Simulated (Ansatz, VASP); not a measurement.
# Two plane-wave programs on BaTiO3

```
Ba Ti O
1.0
     3.97210    0.00000    0.00000
     0.00000    2.89064    2.91600
     0.00000   -2.89064    2.91600
Ba Ti O
1 1 3
Direct
  0.00000 0.01172 0.01172
  0.50000 0.52794 0.52794
  0.00000 0.48735 0.48735
  0.50000 0.49336 0.97651
  0.50000 0.97651 0.49336
```

Alike in both runs: functional PBE; k mesh 8 × 8 × 8; occupations gaussian, width 0.02 eV; no spin polarisation.

Ansatz relaxed the structure, and its values are those at the end. VASP's run is a single point on that final structure, the one shown.

```csv
,VASP,Ansatz
version,VASP 6.6.1,Ansatz 0.2.0
potentials or method,"VASP PAW PBE potentials, release 64 (Ba_sv, Ti_sv, O), cutoff 520 eV","scalar-relativistic, plane waves, PAW"
valence electrons in the cell,40,40
```

VASP gave:

* gap on the k mesh at the Fermi level (eV): 2.35
* least direct gap on the mesh (eV): 2.89
* pressure (GPa): 1.6
* rms of the force components (eV/Å): 0.036

Question: What did Ansatz give for the same quantities?

Answer: gap on the k mesh at the Fermi level (eV): 2.39; least direct gap on the mesh (eV): 2.90; pressure (GPa): 0.0; rms of the force components (eV/Å): 0.000.

Spin-orbit coupling is off throughout.
